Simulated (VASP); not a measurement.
# BaTiO3 (P1) in VASP: a series of runs

Runs on BaTiO3. Level: PBEsol+D4. Tasks: single point.

Program: VASP 6.6.1. These are calculated values, not measurements. Logs are shortened: lines on timing, memory, paths and dates and some standing lists are left out, and cuts for length are marked.

**1. The cell of the first run**

The typed cell holds 5 atoms: a = 4.036 Å, b = 3.899 Å, c = 4.082 Å, α = 89.92°, β = 88.05°, γ = 90.16°.

**2. Single point, PBEsol+D4**

Contents of INCAR:

```
SYSTEM = BaTiO3
PREC = Accurate
ENCUT = 520
EDIFF = 1E-7
ISMEAR = 0
SIGMA = 0.01
LREAL = .False.
LASPH = .True.
NELM = 60
ALGO = Normal
ISIF = 2
LWAVE = .False.
LCHARG = .False.
GGA = PS
IVDW = 13
NBANDS = 28
```

Contents of KPOINTS:

```
regular mesh
0
Gamma
  4 4 4
  0 0 0
```

Contents of POSCAR:

```
BaTiO3
1.0
    2.8574700000      1.5884900000      2.3664400000
   -2.7608700000      1.5870200000      2.2496700000
    0.0470200000     -3.3027700000      2.3976500000
Ba Ti O
1 1 3
Direct
    0.9816000000      0.0107500000      0.9878300000
    0.4848900000      0.4884100000      0.5081000000
    0.5041000000      0.4895800000      0.0208700000
    0.0283200000      0.5017200000      0.5090800000
    0.5217800000      0.0261100000      0.4997500000
```

Potentials or basis: VASP PAW PBE potentials, release 64 (Ba_sv, Ti_sv, O).

Launch:

```console
$ cat potpaw_PBE.64/Ba_sv/POTCAR potpaw_PBE.64/Ti_sv/POTCAR potpaw_PBE.64/O/POTCAR > POTCAR
$ mpirun -np 1 vasp_std > vasp.out
```

OUTCAR:

```text
SYSTEM = BaTiO3
   PREC = Accurate
   ENCUT = 520
   EDIFF = 1E-7
   ISMEAR = 0
   LREAL = .False.
   LASPH = .True.
   NELM = 60
   ISIF = 2
   GGA = PS
   IVDW = 13

 ion  position               nearest neighbor table
   1  0.982  0.011  0.988-   3 2.69   4 2.74   5 2.75   5 2.77   4 2.79   3 2.80   3 2.82   4 2.87
                             5 2.90   4 2.92   3 2.94   5 3.07   2 3.34   2 3.41   2 3.43   2 3.45
   2  0.485  0.488  0.508-   5 1.81   4 1.84   3 1.99   3 2.10   5 2.10   4 2.19   1 3.34   1 3.41
                             1 3.43   1 3.45   1 3.50   1 3.51   1 3.52   1 3.62
   3  0.504  0.490  0.021-   2 1.99   2 2.10   1 2.69   1 2.80   1 2.82   1 2.94
   4  0.028  0.502  0.509-   2 1.84   2 2.19   1 2.74   1 2.79   1 2.87   1 2.92
   5  0.522  0.026  0.500-   2 1.81   2 2.10   1 2.75   1 2.77   1 2.90   1 3.07

  LATTYP: Found a triclinic cell.
 ALAT       =     7.0163844785
 B/A-ratio  =     1.3153365365
 C/A-ratio  =     0.5556965619
 COS(alpha) =     0.0000182729
 COS(beta)  =     0.5548965545
 COS(gamma) =     0.7921277550

  Lattice vectors:

 A1 = (  -0.1436200000,   0.1272600000,  -7.0137600000)
 A2 = (  -2.9515100000,   5.0170500000,  -7.1617400000)
 A3 = (   2.7608700000,  -1.5870200000,  -2.2496700000)

Analysis of symmetry for initial positions (statically):
=====================================================================
 Subroutine PRICEL returns:
 Original cell was already a primitive cell.

 Routine SETGRP: Setting up the symmetry group for a
 triclinic supercell.

 Subroutine GETGRP returns: Found  1 space group operations
 (whereof  1 operations were pure point group operations)
 out of a pool of  2 trial point group operations.

The static configuration has the point symmetry C_1 .

Analysis of symmetry for dynamics (positions and initial velocities):
=====================================================================
 Subroutine PRICEL returns:
 Original cell was already a primitive cell.

 Routine SETGRP: Setting up the symmetry group for a
 triclinic supercell.

 Subroutine GETGRP returns: Found  1 space group operations
 (whereof  1 operations were pure point group operations)
 out of a pool of  2 trial point group operations.

The dynamic configuration has the point symmetry C_1 .

 Subroutine INISYM returns: Found  1 space group operations
 (whereof  1 operations are pure point group operations),
 and found     1 'primitive' translations

----------------------------------------------------------------------------------------

                                     Primitive cell

  volume of cell :      64.1895

  direct lattice vectors                    reciprocal lattice vectors
     2.857470000  1.588490000  2.366440000     0.175032806  0.104773892  0.140893802
    -2.760870000  1.587020000  2.249670000    -0.181095935  0.105000775  0.148190328
     0.047020000 -3.302770000  2.397650000    -0.002835502 -0.201930316  0.138971049

  length of vectors
     4.035898110  3.898980732  4.081571520     0.247921590  0.256478603  0.245146579

  position of ions in fractional coordinates (direct lattice)
     0.981600000  0.010750000  0.987830000
     0.484890000  0.488410000  0.508100000
     0.504100000  0.489580000  0.020870000
     0.028320000  0.501720000  0.509080000
     0.521780000  0.026110000  0.499750000

  ion indices of the primitive-cell ions
   primitive index   ion index
                 1           1
                 2           2
                 3           3
                 4           4
                 5           5

----------------------------------------------------------------------------------------

 KPOINTS: regular mesh

Automatic generation of k-mesh.
 Grid dimensions read from file:
 generate k-points for:    4    4    4

 Generating k-lattice:

  Cartesian coordinates                     Fractional coordinates (reciprocal lattice)
     0.043758201  0.026193473  0.035223451     0.250000000  0.000000000 -0.000000000
    -0.045273984  0.026250194  0.037047582     0.000000000  0.250000000  0.000000000
    -0.000708875 -0.050482579  0.034742762     0.000000000  0.000000000  0.250000000

  Length of vectors
     0.061980398  0.064119651  0.061286645

  Shift w.r.t. Gamma in fractional coordinates (k-lattice)
     0.000000000  0.000000000  0.000000000

 Subroutine IBZKPT returns following result:
 ===========================================

 Found     36 irreducible k-points:

 Following reciprocal coordinates:
            Coordinates               Weight
  0.000000  0.000000  0.000000      1.000000
  0.250000  0.000000 -0.000000      2.000000
  0.500000  0.000000 -0.000000      1.000000
  0.000000  0.250000 -0.000000      2.000000
  0.250000  0.250000 -0.000000      2.000000
  0.500000  0.250000  0.000000      2.000000
[... 16 lines left out ...]
 -0.000000 -0.250000  0.250000      2.000000
  0.250000 -0.250000  0.250000      2.000000
 [... further k-points ...]
   k-points           NKPTS =     36   k-points in BZ     NKDIM =     36   number of bands    NBANDS=     28
   number of dos      NEDOS =    301   number of ions     NIONS =      5
   total plane-waves  NPLWV =  27000
   dimension x,y,z NGX =    30 NGY =   30 NGZ =   30
   dimension x,y,z NGXF=    60 NGYF=   60 NGZF=   60
   ions per type =               1   1   3
   NGX,Y,Z   is equivalent  to a cutoff of  12.36, 12.79, 12.22 a.u.
   NGXF,Y,Z  is equivalent  to a cutoff of  24.72, 25.58, 24.44 a.u.
 SYSTEM =  BaTiO3
   PREC   = accura    normal or accurate (medium, high low for compatibility)
   ISTART =      0    job   : 0-new  1-cont  2-samecut
   ICHARG =      2    charge: 1-file 2-atom 10-const
   ISPIN  =      1    spin polarized calculation?
   LNONCOLLINEAR =      F non collinear calculations
   LSORBIT =      F    spin-orbit coupling
   LASPH  =      T    aspherical Exc in radial PAW
   ENCUT  =  520.0 eV  38.22 Ry    6.18 a.u.   7.50  7.25  7.59*2*pi/ulx,y,z
   NELM   =     60;   NELMIN=  2; NELMDL= -5     # of ELM steps
   EDIFF  = 0.1E-06   stopping-criterion for ELM
   LREAL  =      F    real-space projection
   EDIFFG = 0.1E-05   stopping-criterion for IOM
   NSW    =      0    number of steps for IOM
   IBRION =     -1    ionic relax: 0-MD 1-quasi-New 2-CG
   NFREE  =      0    steps in history (QN), initial steepest desc. (CG)
   ISIF   =      2    stress and relaxation
   ISYM   =      2    0-nonsym 1-usesym 2-fastsym
   POTIM  = 0.5000    time-step for ionic-motion
   TEBEG  =    0.0;   TEEND  =   0.0 temperature during run
   PSTRESS=    0.0 pullay stress
   NELECT =      40.0000    total number of electrons
   NUPDOWN=      -1.0000    fix difference up-down
   EMIN   =  10.00;   EMAX   =-10.00  energy-range for DOS
   EFERMI =   0.00;   METHOD = LEGACY
   ISMEAR =     0;   SIGMA  =   0.01  broadening in eV -4-tet -1-fermi 0-gaus
   EFERMI_NEDOS =   21; number of points for ismear=-14 and -15
   IALGO  =     38    algorithm
   IMIX   =      4    mixing-type and parameters
     AMIX     =   0.40;   BMIX     =  1.00
     AMIX_MAG =   1.60;   BMIX_MAG =  1.00
  volume/ion in A,a.u.               =      12.84        86.63
  Fermi-wavevector in a.u.,A,eV,Ry     =   1.398321  2.642444 26.603499  1.955302
  Thomas-Fermi vector in A             =   2.521491
   LORBIT       =      0    0 simple, 1 ext, 2 COOP (PROOUT), +10 PAW based schemes
   GGA     = PS    functional components
   LHFCALC =     F    Hartree Fock is set to
   AEXX    =    0.0000 exact exchange contribution
   IVDW    =    13    specifies the selected vdW correction
   LEPSILON=     F    determine dielectric tensor
   LRPA    =     F    only Hartree local field effects (RPA)
 non-spin polarized calculation
 Gauss-broadening in eV      SIGMA  =   0.01
  energy-cutoff  :      520.00
  volume of cell :       64.19
 maximum number of plane-waves:      1744
   NGX = 15   NGY = 15   NGZ = 15

 number of electron      39.9999996 magnetization

 Free energy of the ion-electron system (eV)
  ---------------------------------------------------
  ext. energy  EPLUGINS =         0.00000000
  ---------------------------------------------------
  free energy    TOTEN  =       -41.78890170 eV

  energy without entropy =      -41.78890170  energy(sigma->0) =      -41.78890170

 E-fermi :   3.7989     XC(G=0): -11.4846

 val. band max:        3.7188057536   @ k =   0.5000   0.5000   0.5000
 cond. band min:       5.7439254713   @ k =   0.0000   0.0000   0.0000
 fundamental gap:      2.0251197177
 Fermi energy:         3.7989499488

 k-point     1 :       0.0000    0.0000    0.0000
  band No.  band energies     occupation
      1     -52.4110      2.00000
      2     -28.8299      2.00000
      3     -28.8047      2.00000
      4     -28.7299      2.00000
      5     -21.1142      2.00000
      6     -13.1931      2.00000
[... 20 lines left out ...]
     27       8.8799      0.00000
     28      10.7686      0.00000

 k-point     2 :       0.2500    0.0000   -0.0000
  band No.  band energies     occupation
      1     -52.4105      2.00000
      2     -28.8326      2.00000
      3     -28.8259      2.00000
      4     -28.7294      2.00000
      5     -21.0567      2.00000
      6     -13.2683      2.00000
[... 20 lines left out ...]
     27       9.9036      0.00000
     28      12.0662      0.00000

 k-point     3 :       0.5000    0.0000   -0.0000
  band No.  band energies     occupation
      1     -52.4100      2.00000
      2     -28.8553      2.00000
      3     -28.8271      2.00000
      4     -28.7287      2.00000
      5     -20.9976      2.00000
      6     -13.4116      2.00000
[... 20 lines left out ...]
     27      11.1656      0.00000
     28      11.8732      0.00000

 k-point     4 :       0.0000    0.2500   -0.0000
  band No.  band energies     occupation
      1     -52.4102      2.00000
      2     -28.8674      2.00000
      3     -28.8033      2.00000
      4     -28.7284      2.00000
      5     -21.0419      2.00000
      6     -13.1395      2.00000
[... 578 lines left out ...]
     27      11.7707      0.00000
     28      12.0517      0.00000

 k-point    23 :      -0.0000   -0.2500    0.2500
  band No.  band energies     occupation
      1     -52.4098      2.00000
      2     -28.8661      2.00000
      3     -28.8031      2.00000
      4     -28.7493      2.00000
      5     -20.9986      2.00000
      6     -13.1259      2.00000
[... 20 lines left out ...]
     27      10.8168      0.00000
     28      12.1151      0.00000

 k-point    24 :       0.2500   -0.2500    0.2500
  band No.  band energies     occupation
      1     -52.4093      2.00000
      2     -28.8652      2.00000
      3     -28.8265      2.00000
      4     -28.7489      2.00000
      5     -20.9597      2.00000
      6     -12.9587      2.00000
[... 20 lines left out ...]
     27      11.1577      0.00000
     28      11.7709      0.00000

 [... further k-points ...]

------------------------ aborting loop because EDIFF is reached ----------------------------------------

  DFT-D4 for vdW energy calculation

  Edisp (eV):   -0.62391

  FORCE on cell =-STRESS in cart. coord.  units (eV):
  Direction    XX          YY          ZZ          XY          YZ          ZX
  --------------------------------------------------------------------------------------
  -------------------------------------------------------------------------------------
  Total       1.41306     0.32369    -1.02684     0.02638     1.92934    -1.42070
  in kB      35.27029     8.07936   -25.63011     0.65838    48.15649   -35.46084
  external pressure =        5.91 kB  Pullay stress =        0.00 kB

 VOLUME and BASIS-vectors are now :
 -----------------------------------------------------------------------------
  energy-cutoff  :      520.00
  volume of cell :       64.19
      direct lattice vectors                 reciprocal lattice vectors
     2.857470000  1.588490000  2.366440000     0.175032806  0.104773892  0.140893802
    -2.760870000  1.587020000  2.249670000    -0.181095935  0.105000775  0.148190328
     0.047020000 -3.302770000  2.397650000    -0.002835502 -0.201930316  0.138971049

 POSITION                                       TOTAL-FORCE (eV/Angst)
 -----------------------------------------------------------------------------------
      2.82166     -1.68625      4.71555         0.498759     -0.392829      0.309649
      0.06101     -0.13278      3.46447        -0.546846      0.563957     -0.242357
      0.08977      1.50880      2.34435        -0.350762      0.773039      0.190996
     -1.28032     -0.84015      2.41632        -0.516244     -0.133915      0.159397
      1.44238     -0.78028      2.49173         0.915093     -0.810253     -0.417683
 -----------------------------------------------------------------------------------
    total drift:                                0.000299     -0.000209      0.000520

  FREE ENERGIE OF THE ION-ELECTRON SYSTEM (eV)
  ---------------------------------------------------
  free  energy   TOTEN  =       -42.4128089736 eV

  energy  without entropy=      -42.4128089736  energy(sigma->0) =      -42.41280897
```

Wall time 75 s (1 thread of Intel Xeon 8259CL, shared host); peak memory 0.21 GiB.

What came out:

| Property | Result |
| --- | --- |
| Free energy | -42.4128 eV |
| Pressure | 0.6 GPa |
| Largest force | 1.292 eV/Å |
| Band gap on the k mesh | 2.03 eV (least direct gap 2.32 eV) |
| Dispersion energy per atom | -0.125 eV |

Forces on the atoms (eV/Å):
```
Ba   0.499 -0.393  0.310
Ti  -0.547  0.564 -0.242
O   -0.351  0.773  0.191
O   -0.516 -0.134  0.159
O    0.915 -0.810 -0.418
```

Caveat: the PAW data sets were made with another functional, which shifts forces and pressure a little; spin-orbit coupling is left out, which moves the levels of the heavy elements. A hybrid or GW would open this gap; PBEsol tends to underestimate it.

(Part 1 of 3 ends here.)
